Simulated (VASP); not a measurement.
# CdTe (F-43m) in VASP: notebook

CdTe is run at these levels: PBE; tasks: single point.

Everything below comes from runs of VASP 6.6.1. Logs are shortened: lines on timing, memory, paths and dates and some standing lists are left out, and cuts for length are marked.

**1. The cell of the first run**

It takes space group F-43m (No. 216, cubic). Conventional cell: a = 6.560 Å, b = 6.560 Å, c = 6.560 Å, α = 90.00°, β = 90.00°, γ = 90.00°. Cd (site symmetry -43m) has 4 Te at 2.84 Å within 3.7 Å. Te (site symmetry -43m) has 4 Cd at 2.84 Å within 3.7 Å.

**2. Single point, PBE**

INCAR reads:

```
SYSTEM = CdTe
  ALGO = Normal
  EDIFF = 1E-6
  ENCUT = 520
  GGA = PE
  ISIF = 2
  ISMEAR = 0
  LASPH = .TRUE.
  LCHARG = .TRUE.
  LELF = .TRUE.
  LREAL = .FALSE.
  LVHAR = .TRUE.
  LWAVE = .FALSE.
  NBANDS = 16
  NELM = 80
  PREC = Accurate
  SIGMA = 0.01
```

KPOINTS reads:

```
k-points
0
G
  4 4 4
  0 0 0
```

POSCAR reads:

```
CdTe
1.0
    0.0000000000      3.2799551159      3.2799551159
    3.2799551159      0.0000000000      3.2799551159
    3.2799551159      3.2799551159      0.0000000000
Cd Te
1 1
Direct
    0.0000000000      0.0000000000      0.0000000000
    0.2500000000      0.2500000000      0.2500000000
```

Potentials or basis: VASP PAW PBE potentials, release 64 (Cd, Te).

Launch:

```sh
$ cat potpaw_PBE.64/Cd/POTCAR potpaw_PBE.64/Te/POTCAR > POTCAR
$ mpirun -np 1 vasp_std > vasp.out
```

OUTCAR:

```text
SYSTEM = CdTe
   EDIFF = 1E-6
   ENCUT = 520
   GGA = PE
   ISIF = 2
   ISMEAR = 0
   LASPH = .TRUE.
   LREAL = .FALSE.
   NELM = 80
   PREC = Accurate

 ion  position               nearest neighbor table
   1  0.000  0.000  0.000-   2 2.84   2 2.84   2 2.84   2 2.84
   2  0.250  0.250  0.250-   1 2.84   1 2.84   1 2.84   1 2.84

  LATTYP: Found a face centered cubic cell.
 ALAT       =     6.5599102318

  Lattice vectors:

 A1 = (   0.0000000000,   3.2799551159,   3.2799551159)
 A2 = (   3.2799551159,   0.0000000000,   3.2799551159)
 A3 = (   3.2799551159,   3.2799551159,   0.0000000000)

Analysis of symmetry for initial positions (statically):
=====================================================================
 Subroutine PRICEL returns:
 Original cell was already a primitive cell.

 Routine SETGRP: Setting up the symmetry group for a
 face centered cubic supercell.

 Subroutine GETGRP returns: Found 24 space group operations
 (whereof 24 operations were pure point group operations)
 out of a pool of 48 trial point group operations.

The static configuration has the point symmetry T_d .

Analysis of symmetry for dynamics (positions and initial velocities):
=====================================================================
 Subroutine PRICEL returns:
 Original cell was already a primitive cell.

 Routine SETGRP: Setting up the symmetry group for a
 face centered cubic supercell.

 Subroutine GETGRP returns: Found 24 space group operations
 (whereof 24 operations were pure point group operations)
 out of a pool of 48 trial point group operations.

The dynamic configuration has the point symmetry T_d .

 Subroutine INISYM returns: Found 24 space group operations
 (whereof 24 operations are pure point group operations),
 and found     1 'primitive' translations

----------------------------------------------------------------------------------------

                                     Primitive cell

  volume of cell :      70.5722

  direct lattice vectors                    reciprocal lattice vectors
     0.000000000  3.279955116  3.279955116    -0.152441110  0.152441110  0.152441110
     3.279955116  0.000000000  3.279955116     0.152441110 -0.152441110  0.152441110
     3.279955116  3.279955116  0.000000000     0.152441110  0.152441110 -0.152441110

  length of vectors
     4.638557009  4.638557009  4.638557009     0.264035748  0.264035748  0.264035748

[... 62 lines left out ...]
   NELM   =     80;   NELMIN=  2; NELMDL= -5     # of ELM steps
   EDIFF  = 0.1E-05   stopping-criterion for ELM
   LREAL  =      F    real-space projection
   EDIFFG = 0.1E-04   stopping-criterion for IOM
   NSW    =      0    number of steps for IOM
   IBRION =     -1    ionic relax: 0-MD 1-quasi-New 2-CG
   NFREE  =      0    steps in history (QN), initial steepest desc. (CG)
   ISIF   =      2    stress and relaxation
   ISYM   =      2    0-nonsym 1-usesym 2-fastsym
   POTIM  = 0.5000    time-step for ionic-motion
   TEBEG  =    0.0;   TEEND  =   0.0 temperature during run
   PSTRESS=    0.0 pullay stress
   NELECT =      18.0000    total number of electrons
   NUPDOWN=      -1.0000    fix difference up-down
   EMIN   =  10.00;   EMAX   =-10.00  energy-range for DOS
   EFERMI =   0.00;   METHOD = LEGACY
   ISMEAR =     0;   SIGMA  =   0.01  broadening in eV -4-tet -1-fermi 0-gaus
   EFERMI_NEDOS =   21; number of points for ismear=-14 and -15
   IALGO  =     38    algorithm
   IMIX   =      4    mixing-type and parameters
     AMIX     =   0.40;   BMIX     =  1.00
     AMIX_MAG =   1.60;   BMIX_MAG =  1.00
  volume/ion in A,a.u.               =      35.29       238.12
  Fermi-wavevector in a.u.,A,eV,Ry     =   1.038216  1.961944 14.665621  1.077893
  Thomas-Fermi vector in A             =   2.172690
   LORBIT       =      0    0 simple, 1 ext, 2 COOP (PROOUT), +10 PAW based schemes
   GGA     = PE    functional components
   LHFCALC =     F    Hartree Fock is set to
   AEXX    =    0.0000 exact exchange contribution
   IVDW    =     0    specifies the selected vdW correction
   LEPSILON=     F    determine dielectric tensor
   LRPA    =     F    only Hartree local field effects (RPA)
 non-spin polarized calculation
 Gauss-broadening in eV      SIGMA  =   0.01
  energy-cutoff  :      520.00
  volume of cell :       70.57
 maximum number of plane-waves:      1924
 NGX is ok and might be reduce to    36
   NGX = 17   NGY = 17   NGZ = 17

 number of electron      18.0000006 magnetization

 Free energy of the ion-electron system (eV)
  ---------------------------------------------------
  ext. energy  EPLUGINS =         0.00000000
  ---------------------------------------------------
  free energy    TOTEN  =        -4.74596449 eV

  energy without entropy =       -4.74596449  energy(sigma->0) =       -4.74596449

 E-fermi :   2.1402     XC(G=0):  -8.4109

 val. band max:        2.0502550188   @ k =   0.0000   0.0000   0.0000
 cond. band min:       2.6984033109   @ k =   0.0000   0.0000   0.0000
 fundamental gap:      0.6481482922
 Fermi energy:         2.1401615860

 k-point     1 :       0.0000    0.0000    0.0000
  band No.  band energies     occupation
      1      -8.9165      2.00000
      2      -6.1491      2.00000
      3      -6.1491      2.00000
      4      -6.1491      2.00000
      5      -5.9169      2.00000
      6      -5.9169      2.00000
[... 129 lines left out ...]
      3      -6.0332      2.00000
      4      -5.9426      2.00000
      5      -5.9156      2.00000
      6      -5.3879      2.00000
[... 8 lines left out ...]
     15      12.9887      0.00000
     16      13.2203      0.00000

------------------------ aborting loop because EDIFF is reached ----------------------------------------

  FORCE on cell =-STRESS in cart. coord.  units (eV):
  Direction    XX          YY          ZZ          XY          YZ          ZX
  --------------------------------------------------------------------------------------
  -------------------------------------------------------------------------------------
  Total        0.5812525      0.5812525      0.5812525     -0.0000000      0.0000000     -0.0000000
  in kB       13.1959825     13.1959825     13.1959825     -0.0000000      0.0000000     -0.0000000
  external PRESSURE =      13.1959825 kB  Pullay stress =       0.0000000 kB

 VOLUME and BASIS-vectors are now :
 -----------------------------------------------------------------------------
  energy-cutoff  :      520.00
  volume of cell :       70.57
      direct lattice vectors                 reciprocal lattice vectors
     0.000000000  3.279955116  3.279955116    -0.152441110  0.152441110  0.152441110
     3.279955116  0.000000000  3.279955116     0.152441110 -0.152441110  0.152441110
     3.279955116  3.279955116  0.000000000     0.152441110  0.152441110 -0.152441110

 POSITION                                       TOTAL-FORCE (eV/Angst)
 -----------------------------------------------------------------------------------
      0.00000      0.00000      0.00000        -0.000000     -0.000000     -0.000000
      1.63998      1.63998      1.63998         0.000000      0.000000      0.000000
 -----------------------------------------------------------------------------------
    total drift:                               -0.000000     -0.000000     -0.000000

  FREE ENERGIE OF THE ION-ELECTRON SYSTEM (eV)
  ---------------------------------------------------
  free  energy   TOTEN  =        -4.7459644928 eV

  energy  without entropy=       -4.7459644928  energy(sigma->0) =       -4.74596449
```

stdout:

```text
POSCAR found type information on POSCAR CdTe
 POSCAR found :  2 types and       2 ions
 scaLAPACK will be used
 LDA part: xc-table for (Slater+PW92), standard interpolation
 POSCAR, INCAR and KPOINTS ok, starting setup
 FFT: planning ... GRIDC
 FFT: planning ... GRID_SOFT
 FFT: planning ... GRID
 WAVECAR not read
 entering main loop
```

Wall time 14 s (1 thread of Intel Xeon Platinum 8559C (Emerald Rapids), shared host); peak memory 0.2 GiB.

Results:

```
Free energy            : -4.7460 eV
Pressure               : 1.3 GPa
Band gap on the k mesh : 0.65 eV, direct
```

Levels at points of the mesh, in eV from the valence-band top:
```tsv
k point	band 5	band 6	band 7	band 8	band 9	band 10	band 11	band 12	band 13	band 14
(0.00, 0.00, 0.00)	-7.97	-7.97	0.00	0.00	0.00	0.65	4.61	4.61	4.61	7.41
(0.50, 0.00, 0.00)	-7.96	-7.64	-4.23	-0.73	-0.73	1.77	5.18	5.18	7.04	8.52
(0.50, 0.50, 0.00)	-7.94	-7.51	-4.15	-1.75	-1.75	2.66	2.67	8.65	8.93	8.93
```

Caveat: spin-orbit coupling is left out, which moves the levels of the heavy elements.

**3. Single point, PBE**

INCAR reads:

```
ALGO = Normal
EDIFF = 1E-6
ENCUT = 520
GGA = PE
ISIF = 2
ISMEAR = -1
LASPH = T
LCHARG = F
LREAL = F
LWAVE = F
NBANDS = 16
NELM = 80
PREC = Accurate
SIGMA = 0.02
```

KPOINTS reads:

```
k-points
0
Gamma
  6 6 6
```

POSCAR is that of step 2.

Potentials or basis: VASP PAW PBE potentials, release 64 (Cd, Te).

Launch:

```sh
$ cat potpaw_PBE.64/Cd/POTCAR potpaw_PBE.64/Te/POTCAR > POTCAR
$ mpirun -np 1 vasp_std > vasp.out
```

It took 15 s on 1 thread of Intel Xeon Platinum 8559C (Emerald Rapids), shared host; peak memory 0.2 GiB.

Results (log left out):

* Free energy: -4.7998 eV
* Pressure: 1.1 GPa
* Band gap on the k mesh: 0.66 eV, direct

Levels at points of the mesh, in eV from the valence-band top:
| k point | band 7 | band 8 | band 9 | band 10 | band 11 | band 12 |
| --- | --- | --- | --- | --- | --- | --- |
| (0.00, 0.00, 0.00) | 0.00 | 0.00 | 0.00 | 0.66 | 4.62 | 4.62 |
| (0.50, 0.00, 0.00) | -4.22 | -0.72 | -0.72 | 1.78 | 5.20 | 5.20 |
| (0.50, 0.50, 0.00) | -4.14 | -1.74 | -1.74 | 2.67 | 2.68 | 8.65 |

Caveat: spin-orbit coupling is left out, which moves the levels of the heavy elements.
